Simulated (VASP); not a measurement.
# LiH in VASP: notebook

Runs on LiH. Level: HSE06. Tasks: single point.

Program: VASP 6.6.1. These are calculated values, not measurements. Logs are shortened: lines on timing, memory, paths and dates and some standing lists are left out, and cuts for length are marked.

## 1. The cell of the first run

The structure is cubic, space group Fm-3m (No. 225). Conventional cell: a = 3.997 Å, b = 3.997 Å, c = 3.997 Å, α = 90.00°, β = 90.00°, γ = 90.00°. Within 2.6 Å of Li (site symmetry m-3m) lie 6 H at 2.00 Å. H (site symmetry m-3m) has 6 Li at 2.00 Å within 2.6 Å.

## 2. Single point, HSE06

Input file POSCAR:

```
LiH
1.0
    0.0000000000      1.9984726927      1.9984726927
    1.9984726927      0.0000000000      1.9984726927
    1.9984726927      1.9984726927      0.0000000000
Li H
1 1
Direct
    0.0000000000      0.0000000000      0.0000000000
    0.5000000000      0.5000000000      0.5000000000
```

Input file INCAR.step1:

```
PREC = Accurate
ENCUT = 520
EDIFF = 1E-5
ISMEAR = 0
SIGMA = 0.01
LREAL = F
LASPH = T
NELM = 60
ALGO = Normal
ISIF = 2
LWAVE = T
NBANDS = 9
GGA = PE
```

Input file INCAR.step2:

```
PREC = Accurate
ENCUT = 520
EDIFF = 1E-6
ISMEAR = 0
SIGMA = 0.01
LREAL = F
LASPH = T
NELM = 60
ALGO = Normal
ISIF = 2
LWAVE = F
LCHARG = T
GGA = PE
LHFCALC = T
HFSCREEN = 0.2079
PRECFOCK = Normal
LELF = T
LVHAR = T
NBANDS = 9
ISTART = 1
```

Input file KPOINTS:

```
Automatic mesh
0
Gamma
  8 8 8
```

Potentials or basis: VASP PAW PBE potentials, release 64 (Li_sv, H).

Run with:

```sh
$ cat potpaw_PBE.64/Li_sv/POTCAR potpaw_PBE.64/H/POTCAR > POTCAR
$ cp INCAR.step1 INCAR
$ mpirun -np 1 vasp_std > vasp.out
$ cp INCAR.step2 INCAR
$ mpirun -np 1 vasp_std > vasp.out
```

OUTCAR:

```text
PREC = Accurate
   ENCUT = 520
   EDIFF = 1E-6
   ISMEAR = 0
   LREAL = F
   LASPH = T
   NELM = 60
   ISIF = 2
   GGA = PE
   LHFCALC = T
   HFSCREEN = 0.2079
   PRECFOCK = Normal
   ISTART = 1

 ion  position               nearest neighbor table
   1  0.000  0.000  0.000-
   2  0.500  0.500  0.500-

  LATTYP: Found a face centered cubic cell.
 ALAT       =     3.9969453854

  Lattice vectors:

 A1 = (   0.0000000000,   1.9984726927,   1.9984726927)
 A2 = (   1.9984726927,   0.0000000000,   1.9984726927)
 A3 = (   1.9984726927,   1.9984726927,   0.0000000000)

Analysis of symmetry for initial positions (statically):
=====================================================================
 Subroutine PRICEL returns:
 Original cell was already a primitive cell.

 Routine SETGRP: Setting up the symmetry group for a
 face centered cubic supercell.

 Subroutine GETGRP returns: Found 48 space group operations
 (whereof 48 operations were pure point group operations)
 out of a pool of 48 trial point group operations.

The static configuration has the point symmetry O_h .

Analysis of symmetry for dynamics (positions and initial velocities):
=====================================================================
 Subroutine PRICEL returns:
 Original cell was already a primitive cell.

 Routine SETGRP: Setting up the symmetry group for a
 face centered cubic supercell.

 Subroutine GETGRP returns: Found 48 space group operations
 (whereof 48 operations were pure point group operations)
 out of a pool of 48 trial point group operations.

The dynamic configuration has the point symmetry O_h .

 Subroutine INISYM returns: Found 48 space group operations
 (whereof 48 operations are pure point group operations),
 and found     1 'primitive' translations

----------------------------------------------------------------------------------------

                                     Primitive cell

  volume of cell :      15.9634

  direct lattice vectors                    reciprocal lattice vectors
     0.000000000  1.998472693  1.998472693    -0.250191059  0.250191059  0.250191059
     1.998472693  0.000000000  1.998472693     0.250191059 -0.250191059  0.250191059
     1.998472693  1.998472693  0.000000000     0.250191059  0.250191059 -0.250191059

  length of vectors
     2.826267186  2.826267186  2.826267186     0.433343626  0.433343626  0.433343626

  position of ions in fractional coordinates (direct lattice)
     0.000000000  0.000000000  0.000000000
     0.500000000  0.500000000  0.500000000

  ion indices of the primitive-cell ions
   primitive index   ion index
                 1           1
                 2           2

----------------------------------------------------------------------------------------

 KPOINTS: Automatic mesh

Automatic generation of k-mesh.
 Grid dimensions read from file:
 generate k-points for:    8    8    8

 Generating k-lattice:

  Cartesian coordinates                     Fractional coordinates (reciprocal lattice)
    -0.031273882  0.031273882  0.031273882     0.125000000  0.000000000  0.000000000
     0.031273882 -0.031273882  0.031273882     0.000000000  0.125000000  0.000000000
     0.031273882  0.031273882 -0.031273882     0.000000000  0.000000000  0.125000000

  Length of vectors
     0.054167953  0.054167953  0.054167953

  Shift w.r.t. Gamma in fractional coordinates (k-lattice)
     0.000000000  0.000000000  0.000000000

 Subroutine IBZKPT returns following result:
 ===========================================

 Found     29 irreducible k-points:

 Following reciprocal coordinates:
            Coordinates               Weight
  0.000000  0.000000  0.000000      1.000000
  0.125000  0.000000  0.000000      8.000000
  0.250000  0.000000  0.000000      8.000000
  0.375000  0.000000  0.000000      8.000000
  0.500000  0.000000  0.000000      4.000000
  0.125000  0.125000  0.000000      6.000000
[... 16 lines left out ...]
  0.500000  0.250000  0.125000     48.000000
 -0.375000  0.250000  0.125000     24.000000
 [... further k-points ...]
   k-points           NKPTS =     29   k-points in BZ     NKDIM =    512   number of bands    NBANDS=      9
   number of dos      NEDOS =    301   number of ions     NIONS =      2
   total plane-waves  NPLWV =  13824
   dimension x,y,z NGX =    24 NGY =   24 NGZ =   24
   dimension x,y,z NGXF=    48 NGYF=   48 NGZF=   48
   ions per type =               1   1
   NGX,Y,Z   is equivalent  to a cutoff of  14.12, 14.12, 14.12 a.u.
   NGXF,Y,Z  is equivalent  to a cutoff of  28.23, 28.23, 28.23 a.u.
 SYSTEM =  unknown system
   PREC   = accura    normal or accurate (medium, high low for compatibility)
   ISTART =      1    job   : 0-new  1-cont  2-samecut
   ICHARG =      0    charge: 1-file 2-atom 10-const
   ISPIN  =      1    spin polarized calculation?
   LNONCOLLINEAR =      F non collinear calculations
   LSORBIT =      F    spin-orbit coupling
   LASPH  =      T    aspherical Exc in radial PAW
   ENCUT  =  520.0 eV  38.22 Ry    6.18 a.u.   5.25  5.25  5.25*2*pi/ulx,y,z
   NELM   =     60;   NELMIN=  2; NELMDL=  0     # of ELM steps
   EDIFF  = 0.1E-05   stopping-criterion for ELM
   LREAL  =      F    real-space projection
   EDIFFG = 0.1E-04   stopping-criterion for IOM
   NSW    =      0    number of steps for IOM
   IBRION =     -1    ionic relax: 0-MD 1-quasi-New 2-CG
   NFREE  =      0    steps in history (QN), initial steepest desc. (CG)
   ISIF   =      2    stress and relaxation
   ISYM   =      3    0-nonsym 1-usesym 2-fastsym
   POTIM  = 0.5000    time-step for ionic-motion
   TEBEG  =    0.0;   TEEND  =   0.0 temperature during run
   PSTRESS=    0.0 pullay stress
   NELECT =       4.0000    total number of electrons
   NUPDOWN=      -1.0000    fix difference up-down
   EMIN   =  10.00;   EMAX   =-10.00  energy-range for DOS
   EFERMI =   0.00;   METHOD = LEGACY
   ISMEAR =     0;   SIGMA  =   0.01  broadening in eV -4-tet -1-fermi 0-gaus
   EFERMI_NEDOS =   21; number of points for ismear=-14 and -15
   IALGO  =     38    algorithm
   IMIX   =      1    mixing-type and parameters
     AMIX     =   0.40;   BMIX     =  1.00
     AMIX_MAG =   1.60;   BMIX_MAG =  1.00
  volume/ion in A,a.u.               =       7.98        53.86
  Fermi-wavevector in a.u.,A,eV,Ry     =   1.032096  1.950378 14.493217  1.065221
  Thomas-Fermi vector in A             =   2.166276
   LORBIT       =      0    0 simple, 1 ext, 2 COOP (PROOUT), +10 PAW based schemes
   GGA     = PE    functional components
   LHFCALC =     T    Hartree Fock is set to
   PRECFOCK=normal    Normal, Fast or Accurate (Low or Medium for compatibility)
   ENCUT4O =  -1.0   cutoff for four orbital integrals eV
   NKREDX  =     1    reduce k-point grid by
   NKREDY  =     1    reduce k-point grid by
   NKREDZ  =     1    reduce k-point grid by
   AEXX    =    0.2500 exact exchange contribution
   HFSCREEN=    0.2079 screening length (either q_TF or 0.3 A-1)
   HFSCREENC=   0.2079 screening length for correlation (either q_TF or 0.3 A-1)
   ENCUTFOCK=  -1.0 apply spherical cutoff to Coloumb kernel
   IVDW    =     0    specifies the selected vdW correction
   LEPSILON=     F    determine dielectric tensor
   LRPA    =     F    only Hartree local field effects (RPA)
 non-spin polarized calculation
 Gauss-broadening in eV      SIGMA  =   0.01
  energy-cutoff  :      520.00
  volume of cell :       15.96
 maximum number of plane-waves:       445
 NGX is ok and might be reduce to    24
  NGX = 16; NGY = 16; NGZ = 16

 number of electron       3.9999996 magnetization

 Free energy of the ion-electron system (eV)
  ---------------------------------------------------
  ext. energy  EPLUGINS =         0.00000000
  ---------------------------------------------------
  free energy    TOTEN  =        -6.78673695 eV

  energy without entropy =       -6.78673695  energy(sigma->0) =       -6.78673695

 E-fermi :  -0.4479     XC(G=0):  -7.1455

 val. band max:       -0.5600489109   @ k =   0.5000   0.5000   0.0000
 cond. band min:       3.4047606277   @ k =   0.5000   0.5000   0.0000
 fundamental gap:      3.9648095386
 Fermi energy:        -0.4479317565

 k-point     1 :       0.0000    0.0000    0.0000
  band No.  band energies     occupation
      1     -47.8393      2.00000
      2      -6.6700      2.00000
      3      17.5037      0.00000
      4      18.9973      0.00000
      5      18.9973      0.00000
      6      18.9973      0.00000
      7      23.6221      0.00000
      8      23.6221      0.00000
      9      23.6221      0.00000

 k-point     2 :       0.1250    0.0000    0.0000
  band No.  band energies     occupation
      1     -47.8318      2.00000
      2      -6.3515      2.00000
      3      14.9488      0.00000
      4      17.7730      0.00000
      5      18.4105      0.00000
      6      18.4105      0.00000
      7      23.1519      0.00000
      8      24.8485      0.00000
      9      24.8485      0.00000

 k-point     3 :       0.2500    0.0000    0.0000
  band No.  band energies     occupation
      1     -47.8131      2.00000
      2      -5.4409      2.00000
      3      10.5303      0.00000
      4      16.2465      0.00000
      5      17.6819      0.00000
      6      17.6820      0.00000
      7      23.2886      0.00000
      8      23.2887      0.00000
      9      24.6581      0.00000

 k-point     4 :       0.3750    0.0000    0.0000
  band No.  band energies     occupation
      1     -47.7942      2.00000
      2      -4.1849      2.00000
      3       6.9445      0.00000
      4      15.1606      0.00000
      5      17.4599      0.00000
      6      17.4599      0.00000
      7      21.0592      0.00000
      8      21.0592      0.00000
      9      26.9563      0.00000

 k-point     5 :       0.5000    0.0000    0.0000
  band No.  band energies     occupation
      1     -47.7865      2.00000
      2      -3.4590      2.00000
      3       5.4234      0.00000
      4      14.7752      0.00000
      5      17.5366      0.00000
      6      17.5367      0.00000
      7      20.1427      0.00000
      8      20.1427      0.00000
      9      28.5523      0.00000

 k-point     6 :       0.1250    0.1250    0.0000
  band No.  band energies     occupation
      1     -47.8293      2.00000
      2      -6.2377      2.00000
      3      15.5061      0.00000
      4      16.6711      0.00000
      5      16.6711      0.00000
      6      19.8733      0.00000
      7      20.1117      0.00000
      8      25.9896      0.00000
      9      26.8784      0.00000
[... 169 lines left out ...]
 k-point    21 :       0.5000    0.5000    0.0000
  band No.  band energies     occupation
      1     -47.7730      2.00000
      2      -0.5600      2.00000
      3       3.4048      0.00000
      4      11.6590      0.00000
      5      11.6590      0.00000
      6      14.7765      0.00000
      7      18.5054      0.00000
      8      36.1631      0.00000
      9      36.1631      0.00000

 k-point    22 :       0.3750    0.2500    0.1250
  band No.  band energies     occupation
      1     -47.7999      2.00000
      2      -4.5537      2.00000
      3      10.4195      0.00000
      4      11.1191      0.00000
      5      15.2285      0.00000
      6      18.7838      0.00000
      7      21.1132      0.00000
      8      25.0876      0.00000
      9      28.9739      0.00000

 k-point    23 :       0.5000    0.2500    0.1250
  band No.  band energies     occupation
      1     -47.7853      2.00000
      2      -3.2252      2.00000
      3       7.1789      0.00000
      4       9.9251      0.00000
      5      14.5124      0.00000
      6      17.9423      0.00000
      7      23.3982      0.00000
      8      25.5717      0.00000
      9      28.4328      0.00000

 k-point    24 :      -0.3750    0.2500    0.1250
  band No.  band energies     occupation
      1     -47.7792      2.00000
      2      -2.4303      2.00000
      3       5.6188      0.00000
      4       9.6199      0.00000
      5      14.2448      0.00000
      6      17.5281      0.00000
      7      24.2366      0.00000
      8      27.3739      0.00000
      9      28.5023      0.00000

 [... further k-points ...]

------------------------ aborting loop because EDIFF is reached ----------------------------------------

  FORCE on cell =-STRESS in cart. coord.  units (eV):
  Direction    XX          YY          ZZ          XY          YZ          ZX
  --------------------------------------------------------------------------------------
  -------------------------------------------------------------------------------------
  Total       -0.0454067     -0.0454067     -0.0454067     -0.0000000     -0.0000000     -0.0000000
  in kB       -4.5572799     -4.5572799     -4.5572799     -0.0000000     -0.0000000     -0.0000000
  external PRESSURE =      -4.5572799 kB  Pullay stress =       0.0000000 kB

 VOLUME and BASIS-vectors are now :
 -----------------------------------------------------------------------------
  energy-cutoff  :      520.00
  volume of cell :       15.96
      direct lattice vectors                 reciprocal lattice vectors
     0.000000000  1.998472693  1.998472693    -0.250191059  0.250191059  0.250191059
     1.998472693  0.000000000  1.998472693     0.250191059 -0.250191059  0.250191059
     1.998472693  1.998472693  0.000000000     0.250191059  0.250191059 -0.250191059

 POSITION                                       TOTAL-FORCE (eV/Angst)
 -----------------------------------------------------------------------------------
      0.00000      0.00000      0.00000         0.000000     -0.000000      0.000000
      1.99847      1.99847      1.99847        -0.000000      0.000000     -0.000000
 -----------------------------------------------------------------------------------
    total drift:                               -0.000000     -0.000000     -0.000000

  FREE ENERGIE OF THE ION-ELECTRON SYSTEM (eV)
  ---------------------------------------------------
  free  energy   TOTEN  =        -6.7867369501 eV

  energy  without entropy=       -6.7867369501  energy(sigma->0) =       -6.78673695
```

It took 3.1 min on 1 thread of Intel Xeon Platinum 8259CL at 2.50GHz (Skylake/Cascade Lake), shared host; peak memory 0.24 GiB.

Results:

| Quantity | Value |
| --- | --- |
| Free energy | -6.7867 eV |
| Band gap on the k mesh | 3.96 eV |

Levels at points of the mesh, in eV from the valence-band top:
```tsv
k point	band 1	band 2	band 3	band 4	band 5	band 6	band 7
(0.00, 0.00, 0.00)	-47.28	-6.11	18.06	19.56	19.56	19.56	24.18
(0.50, 0.00, 0.00)	-47.23	-2.90	5.98	15.34	18.10	18.10	20.70
(0.50, 0.50, 0.00)	-47.21	0.00	3.96	12.22	12.22	15.34	19.07
```

Caveat: the cutoff is under 1.25 times the usual one of these potentials, so pressure, stress and relaxed cells hold a basis-set (Pulay) error; the PAW data sets were made with another functional, which shifts forces and pressure a little. A k mesh can miss the band edges.

[end of part 1 of 2]
